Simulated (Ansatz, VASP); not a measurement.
Two plane-wave programs on InAs

File INCAR:

```
PREC = Accurate
ENCUT = 520
EDIFF = 1E-6
ISMEAR = -1
SIGMA = 0.05
LREAL = F
LASPH = T
NELM = 80
ALGO = Normal
ISIF = 2
LWAVE = F
LCHARG = F
GGA = VW
NBANDS = 16
```

File KPOINTS:

```
Automatic mesh
0
Gamma
  8 8 8
```

Contents of POSCAR:

```
InAs
1.0
    0.0000000000      3.0180000000      3.0180000000
    3.0180000000      0.0000000000      3.0180000000
    3.0180000000      3.0180000000      0.0000000000
In As
1 1
Direct
    0.0000000000      0.0000000000      0.0000000000
    0.7500000000      0.7500000000      0.7500000000
```

The input input.yaml:

```yaml
crystal:
  lattice:
    - [0.0, 3.018, 3.018]
    - [3.018, 0.0, 3.018]
    - [3.018, 3.018, 0.0]
  atoms:
    - { symbol: In, position: [0.0, 0.0, 0.0] }
    - { symbol: As, position: [0.75, 0.75, 0.75] }
hamiltonian:
  xc: { exchange: slater, correlation: vwn5 }
  pseudopotentials: { kind: paw }
kpoints:
  mp_grid: { grid: [8, 8, 8] }
  band_path:
    path:
      - [[0.0, 0.0, 0.0], [0.5, 0.0, 0.5], [0.5, 0.25, 0.75], [0.375, 0.375, 0.75], [0.0, 0.0, 0.0], [0.5, 0.5, 0.5], [0.625, 0.25, 0.625], [0.5, 0.25, 0.75], [0.5, 0.5, 0.5], [0.375, 0.375, 0.75]]
      - [[0.625, 0.25, 0.625], [0.5, 0.0, 0.5]]
    npoints: 14
scf:
  occupations: { method: fermi_dirac, width: 0.05 }
  n_extra_bands: 6
output:
  forces: true
  stress: true
  eigenvalues: true
  fatbands: true
```

Alike in both runs: functional SVWN5; k mesh 8 × 8 × 8; occupations fermi-dirac, width 0.05 eV; no spin polarisation.

```csv
,VASP,Ansatz
version,VASP 6.6.1,Ansatz 0.2.0
potentials or method,"VASP PAW PBE potentials, release 64 (In_d, As)",Ansatz PAW
plane-wave cutoff (eV),520,420
valence electrons in the cell,18,28
task,single point,band structure
```

```tsv
	VASP	Ansatz	Ansatz less VASP
gap on the k mesh at the Fermi level (eV)	none	none	-
pressure (GPa)	-0.2	-0.3	-0.10
```

VASP's potentials were made for PBE, not for SVWN5. A gap of «none» marks a metal or a gap that the smearing closes. VASP's potentials hold 18 valence electrons a cell and Ansatz's 28, so a difference there can come from the potentials and not from the codes.
